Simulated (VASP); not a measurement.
# Lu (P6_3/mmc) in VASP: notebook, part 2 of 2

VASP 6.6.1.

### Step 5. Single point, PBE (volume scaled by 0.97, then relaxed in part)

Contents of INCAR:

```
SYSTEM = Lu
ALGO = Fast
EDIFF = 1E-7
ENCUT = 520
GGA = PE
ISIF = 2
ISMEAR = 0
LASPH = .TRUE.
LCHARG = .TRUE.
LELF = .TRUE.
LREAL = .FALSE.
LVHAR = .TRUE.
LWAVE = .FALSE.
NBANDS = 32
NELM = 100
PREC = Accurate
SIGMA = 0.1
```

Contents of KPOINTS:

```
k-points
0
G
  15 15 8
  0 0 0
```

Contents of POSCAR:

```
Lu
1.0
    3.4716372270      0.0000000000      0.0000000000
   -1.7358186135      3.0065260313      0.0000000000
    0.0000000000      0.0000000000      5.4061630316
Lu
2
Direct
    0.3333333333      0.6666666667      0.2500000000
    0.6666666667      0.3333333333      0.7500000000
```

Potentials or basis: VASP PAW PBE potentials, release 64 (Lu).

Started as:

```
cat potpaw_PBE.64/Lu/POTCAR > POTCAR
mpirun -np 1 vasp_std > vasp.out
```

OUTCAR:

```text
SYSTEM = Lu
   EDIFF = 1E-7
   ENCUT = 520
   GGA = PE
   ISIF = 2
   ISMEAR = 0
   LASPH = .TRUE.
   LREAL = .FALSE.
   NELM = 100
   PREC = Accurate

 ion  position               nearest neighbor table
   1  0.333  0.667  0.250-   2 3.37   2 3.37   2 3.37   2 3.37   2 3.37   2 3.37
   2  0.667  0.333  0.750-   1 3.37   1 3.37   1 3.37   1 3.37   1 3.37   1 3.37

  LATTYP: Found a hexagonal cell.
 ALAT       =     3.4716372270
 C/A-ratio  =     1.5572373143

  Lattice vectors:

 A1 = (   3.4716372270,   0.0000000000,   0.0000000000)
 A2 = (  -1.7358186135,   3.0065260313,   0.0000000000)
 A3 = (   0.0000000000,   0.0000000000,   5.4061630316)

Analysis of symmetry for initial positions (statically):
=====================================================================
 Subroutine PRICEL returns:
 Original cell was already a primitive cell.

 Routine SETGRP: Setting up the symmetry group for a
 hexagonal supercell.

 Subroutine GETGRP returns: Found 24 space group operations
 (whereof 12 operations were pure point group operations)
 out of a pool of 24 trial point group operations.

[... 157 lines left out ...]

 Free energy of the ion-electron system (eV)
  ---------------------------------------------------
  ext. energy  EPLUGINS =         0.00000000
  ---------------------------------------------------
  free energy    TOTEN  =        -9.03958422 eV

  energy without entropy =       -9.02300227  energy(sigma->0) =       -9.03129325

 E-fermi :   2.3396     XC(G=0): -10.8161

 val. band max:        2.3384045701   @ k =   0.4000   0.2000   0.3750
 cond. band min:       2.3400705121   @ k =   0.1333   0.1333   0.0000
 fundamental gap:      0.0016659421
 Fermi energy:         2.3396034565

 k-point     1 :       0.0000    0.0000    0.0000
  band No.  band energies     occupation
      1     -53.7737      2.00000
      2     -53.7317      2.00000
      3     -24.7612      2.00000
      4     -24.2829      2.00000
      5     -24.2829      2.00000
      6     -24.1876      2.00000
[... 829 lines left out ...]
     31       8.0328      0.00000
     32       8.7599      0.00000

 [... further k-points ...]
[... 5 lines left out ...]
  --------------------------------------------------------------------------------------
  -------------------------------------------------------------------------------------
  Total        0.4509603      0.4509603      0.4385888      0.0000000     -0.0000000      0.0000000
  in kB       12.8044364     12.8044364     12.4531626      0.0000000     -0.0000000      0.0000000
  external PRESSURE =      12.6873451 kB  Pullay stress =       0.0000000 kB

 VOLUME and BASIS-vectors are now :
 -----------------------------------------------------------------------------
  energy-cutoff  :      520.00
  volume of cell :       56.43
      direct lattice vectors                 reciprocal lattice vectors
     3.471637227  0.000000000  0.000000000     0.288048530  0.166304896  0.000000000
    -1.735818613  3.006526031  0.000000000     0.000000000  0.332609793  0.000000000
     0.000000000  0.000000000  5.406163032     0.000000000  0.000000000  0.184974074

 POSITION                                       TOTAL-FORCE (eV/Angst)
 -----------------------------------------------------------------------------------
     -0.00000      2.00435      1.35154        -0.000000     -0.000000      0.000000
      1.73582      1.00218      4.05462         0.000000      0.000000      0.000000
 -----------------------------------------------------------------------------------
    total drift:                               -0.000000      0.000000     -0.000000

  FREE ENERGIE OF THE ION-ELECTRON SYSTEM (eV)
  ---------------------------------------------------
  free  energy   TOTEN  =        -9.0395842213 eV

  energy  without entropy=       -9.0230022726  energy(sigma->0) =       -9.03129325
```

It took 6.1 min on 1 thread of Intel Xeon 6975P-C (Granite Rapids), shared host; peak memory 0.33 GiB.

Results:

| Quantity | Value |
| --- | --- |
| Free energy | -9.0396 eV |
| Pressure | 1.3 GPa |
| Band gap on the k mesh | zero (band 25 reaches 3.60 eV, above the bottom of band 26 at 1.70 eV) |

Caveat: the cell differs from its parent crystal (volume scaled by 0.97, then relaxed in part); spin-orbit coupling is left out, which moves the levels of the heavy elements.

### Step 6. Single point, PBE

This run uses another cell than the first one, of 29.09 Å³/atom, 1.136 times its volume.

Contents of INCAR:

```
SYSTEM = Lu
PREC = Accurate
ENCUT = 520
EDIFF = 1E-6
ISMEAR = 0
SIGMA = 0.1
LREAL = .False.
LASPH = .True.
NELM = 80
ALGO = Fast
ISIF = 2
LWAVE = .False.
LCHARG = .False.
GGA = PE
NBANDS = 32
```

Contents of KPOINTS:

```
Automatic mesh
0
Gamma
  15 15 8
  0 0 0
```

Contents of POSCAR:

```
Lu
1.0
    3.5070645435      0.0000000000      0.0000000000
   -1.7535322718      3.0372069874      0.0000000000
    0.0000000000      0.0000000000      5.4613317708
Lu
2
Direct
    0.3333333333      0.6666666667      0.2500000000
    0.6666666667      0.3333333333      0.7500000000
```

Potentials or basis: VASP PAW PBE potentials, release 64 (Lu).

Started as:

```
cat potpaw_PBE.64/Lu/POTCAR > POTCAR
mpirun -np 1 vasp_std > vasp.out
```

OUTCAR:

```text
SYSTEM = Lu
   PREC = Accurate
   ENCUT = 520
   EDIFF = 1E-6
   ISMEAR = 0
   LREAL = .False.
   LASPH = .True.
   NELM = 80
   ISIF = 2
   GGA = PE

 ion  position               nearest neighbor table
   1  0.333  0.667  0.250-   2 3.40   2 3.40   2 3.40   2 3.40   2 3.40   2 3.40
   2  0.667  0.333  0.750-   1 3.40   1 3.40   1 3.40   1 3.40   1 3.40   1 3.40

  LATTYP: Found a hexagonal cell.
 ALAT       =     3.5070645435
 C/A-ratio  =     1.5572373143

  Lattice vectors:

 A1 = (   3.5070645435,   0.0000000000,   0.0000000000)
 A2 = (  -1.7535322718,   3.0372069874,   0.0000000000)
 A3 = (   0.0000000000,   0.0000000000,   5.4613317708)

Analysis of symmetry for initial positions (statically):
=====================================================================
 Subroutine PRICEL returns:
 Original cell was already a primitive cell.

 Routine SETGRP: Setting up the symmetry group for a
 hexagonal supercell.

 Subroutine GETGRP returns: Found 24 space group operations
 (whereof 12 operations were pure point group operations)
 out of a pool of 24 trial point group operations.

The static configuration has the point symmetry D_3d.
 The point group associated with its full space group is D_6h.

Analysis of symmetry for dynamics (positions and initial velocities):
=====================================================================
 Subroutine PRICEL returns:
 Original cell was already a primitive cell.

 Routine SETGRP: Setting up the symmetry group for a
 hexagonal supercell.

 Subroutine GETGRP returns: Found 24 space group operations
 (whereof 12 operations were pure point group operations)
 out of a pool of 24 trial point group operations.

The dynamic configuration has the point symmetry D_3d.
 The point group associated with its full space group is D_6h.

 Subroutine INISYM returns: Found 24 space group operations
 (whereof 12 operations are pure point group operations),
 and found     1 'primitive' translations

[... 106 lines left out ...]
   NUPDOWN=      -1.0000    fix difference up-down
   EMIN   =  10.00;   EMAX   =-10.00  energy-range for DOS
   EFERMI =   0.00;   METHOD = LEGACY
   ISMEAR =     0;   SIGMA  =   0.10  broadening in eV -4-tet -1-fermi 0-gaus
   EFERMI_NEDOS =   21; number of points for ismear=-14 and -15
   IALGO  =     68    algorithm
   IMIX   =      4    mixing-type and parameters
     AMIX     =   0.40;   BMIX     =  1.00
     AMIX_MAG =   1.60;   BMIX_MAG =  1.00
  volume/ion in A,a.u.               =      29.09       196.28
  Fermi-wavevector in a.u.,A,eV,Ry     =   1.556536  2.941427 32.964268  2.422805
  Thomas-Fermi vector in A             =   2.660318
   LORBIT       =      0    0 simple, 1 ext, 2 COOP (PROOUT), +10 PAW based schemes
   GGA     = PE    functional components
   LHFCALC =     F    Hartree Fock is set to
   AEXX    =    0.0000 exact exchange contribution
   IVDW    =     0    specifies the selected vdW correction
   LEPSILON=     F    determine dielectric tensor
   LRPA    =     F    only Hartree local field effects (RPA)
 non-spin polarized calculation
 RMM-DIIS sequential band-by-band and
 Gauss-broadening in eV      SIGMA  =   0.10
  energy-cutoff  :      520.00
  volume of cell :       58.17
 maximum number of plane-waves:      1604
 NGX is ok and might be reduce to    28
   NGX = 13   NGY = 13   NGZ = 21

 number of electron      49.9999994 magnetization

 Free energy of the ion-electron system (eV)
  ---------------------------------------------------
  ext. energy  EPLUGINS =         0.00000000
  ---------------------------------------------------
  free energy    TOTEN  =        -9.04976855 eV

  energy without entropy =       -9.03234536  energy(sigma->0) =       -9.04105695

 E-fermi :   2.2207     XC(G=0): -10.6697

 val. band max:        2.2135450477   @ k =   0.4667   0.0667   0.3750
 cond. band min:       2.2250925799   @ k =   0.3333   0.1333   0.2500
 fundamental gap:      0.0115475321
 Fermi energy:         2.2207468323

 k-point     1 :       0.0000    0.0000    0.0000
  band No.  band energies     occupation
      1     -53.9620      2.00000
      2     -53.9256      2.00000
      3     -24.9112      2.00000
      4     -24.4811      2.00000
      5     -24.4810      2.00000
      6     -24.3944      2.00000
[... 829 lines left out ...]
     31       7.7532      0.00000
     32       8.4984      0.00000

 [... further k-points ...]
[... 5 lines left out ...]
  --------------------------------------------------------------------------------------
  -------------------------------------------------------------------------------------
  Total       -0.0156622     -0.0156622     -0.0101980      0.0000000      0.0000000      0.0000000
  in kB       -0.4313659     -0.4313659     -0.2808736      0.0000000      0.0000000      0.0000000
  external PRESSURE =      -0.3812018 kB  Pullay stress =       0.0000000 kB

 VOLUME and BASIS-vectors are now :
 -----------------------------------------------------------------------------
  energy-cutoff  :      520.00
  volume of cell :       58.17
      direct lattice vectors                 reciprocal lattice vectors
     3.507064543  0.000000000  0.000000000     0.285138750  0.164624934  0.000000000
    -1.753532272  3.037206987  0.000000000     0.000000000  0.329249868  0.000000000
     0.000000000  0.000000000  5.461331771     0.000000000  0.000000000  0.183105521

 POSITION                                       TOTAL-FORCE (eV/Angst)
 -----------------------------------------------------------------------------------
     -0.00000      2.02480      1.36533         0.000000      0.000000      0.000000
      1.75353      1.01240      4.09600        -0.000000     -0.000000      0.000000
 -----------------------------------------------------------------------------------
    total drift:                                0.000000     -0.000000      0.000000

  FREE ENERGIE OF THE ION-ELECTRON SYSTEM (eV)
  ---------------------------------------------------
  free  energy   TOTEN  =        -9.0497685527 eV

  energy  without entropy=       -9.0323453560  energy(sigma->0) =       -9.04105695
```

OSZICAR:

```text
N       E                     dE             d eps       ncg     rms          rms(c)
DAV:   1     0.245057377972E+03    0.24506E+03   -0.19263E+04 12448   0.510E+03
DAV:   2     0.206415003267E+02   -0.22442E+03   -0.21597E+03  9392   0.556E+02
DAV:   3    -0.653768651170E+01   -0.27179E+02   -0.26745E+02 12320   0.117E+02
[... 18 lines left out ...]
RMM:  22    -0.904976266204E+01   -0.31482E-05   -0.30993E-05  8855   0.154E-02    0.884E-04
RMM:  23    -0.904976494127E+01   -0.22792E-05   -0.23105E-05  8348   0.135E-02    0.137E-03
RMM:  24    -0.904976652607E+01   -0.15848E-05   -0.17007E-05  7988   0.118E-02    0.220E-03
RMM:  25    -0.904976764430E+01   -0.11182E-05   -0.12683E-05  7648   0.105E-02    0.336E-03
RMM:  26    -0.904976855273E+01   -0.90842E-06   -0.94624E-06  7360   0.951E-03
   1 F= -.90497686E+01 E0= -.90410570E+01  d E =-.174232E-01
```

stdout:

```text
POSCAR found type information on POSCAR Lu
 POSCAR found :  1 types and       2 ions
 scaLAPACK will be used
 LDA part: xc-table for (Slater+PW92), standard interpolation
 POSCAR, INCAR and KPOINTS ok, starting setup
 FFT: planning ... GRIDC
 FFT: planning ... GRID_SOFT
 FFT: planning ... GRID
 WAVECAR not read
 entering main loop
WARNING in EDDRMM: call to ZHEGV failed, returncode =   8  4     32
WARNING in EDDRMM: call to ZHEGV failed, returncode =   6  3     19
WARNING in EDDRMM: call to ZHEGV failed, returncode =   8  4     15
WARNING in EDDRMM: call to ZHEGV failed, returncode =   6  3     16
WARNING in EDDRMM: call to ZHEGV failed, returncode =   6  3     13
WARNING in EDDRMM: call to ZHEGV failed, returncode =   8  4      9
WARNING in EDDRMM: call to ZHEGV failed, returncode =   6  3     29
WARNING in EDDRMM: call to ZHEGV failed, returncode =   6  3     12
WARNING in EDDRMM: call to ZHEGV failed, returncode =   8  4     27
WARNING in EDDRMM: call to ZHEGV failed, returncode =   6  3     16
WARNING in EDDRMM: call to ZHEGV failed, returncode =   6  3     10
WARNING in EDDRMM: call to ZHEGV failed, returncode =   6  3     11
WARNING in EDDRMM: call to ZHEGV failed, returncode =   6  3     23
```

Run time: 4.1 min. Hardware: 1 thread of Intel Xeon 6975P-C (Granite Rapids), shared host; peak memory 0.35 GiB.

Results:

```
Free energy            : -9.0498 eV
Pressure               : 0.0 GPa
Band gap on the k mesh : zero (band 25 reaches 3.46 eV, above the bottom of band 26 at 1.59 eV)
```

Levels at points of the mesh, in eV from the Fermi level:
```csv
k point,band 22,band 23,band 24,band 25,band 26,band 27,band 28,band 29
"(0.00, 0.00, 0.00)",-4.85,-4.85,-2.38,0.70,2.19,2.19,2.65,2.94
"(0.00, 0.00, 0.50)",-4.85,-4.34,-4.34,1.24,1.24,2.09,2.09,2.09
```

Caveat: spin-orbit coupling is left out, which moves the levels of the heavy elements.

### Step 7. Overview

```tsv
cell	further INCAR settings	gap on the mesh (eV)	pressure (GPa)
a = 3.363, b = 3.363, c = 5.227 Å, angles 90.0, 90.0, 120.0°, 2 atoms	ALGO = Fast; EDIFF = 1e-06; NBANDS = 32	none	7.2
a = 3.399, b = 3.399, c = 5.292 Å, angles 90.0, 90.0, 120.0°, 2 atoms	ALGO = Fast; EDIFF = 1e-06; NBANDS = 32	none	5.3
a = 3.435, b = 3.435, c = 5.350 Å, angles 90.0, 90.0, 120.0°, 2 atoms	ALGO = Fast; EDIFF = 1e-06; NBANDS = 32	none	2.9
a = 3.472, b = 3.472, c = 5.406 Å, angles 90.0, 90.0, 120.0°, 2 atoms	ALGO = Fast; EDIFF = 1e-07; NBANDS = 32	none	1.3
a = 3.507, b = 3.507, c = 5.461 Å, angles 90.0, 90.0, 120.0°, 2 atoms	ALGO = Fast; EDIFF = 1e-06; NBANDS = 32	none	0.0
```

Alike in all rows: task single point; level PBE; potentials or basis VASP PAW PBE potentials, release 64 (Lu); no spin polarisation; k mesh 15 × 15 × 8; cutoff (eV) 520; smearing gaussian 0.1 eV.

Caveats: spin-orbit coupling is left out, which moves the levels of the heavy elements.

Absolute energies hang on the potentials; compare differences alone.
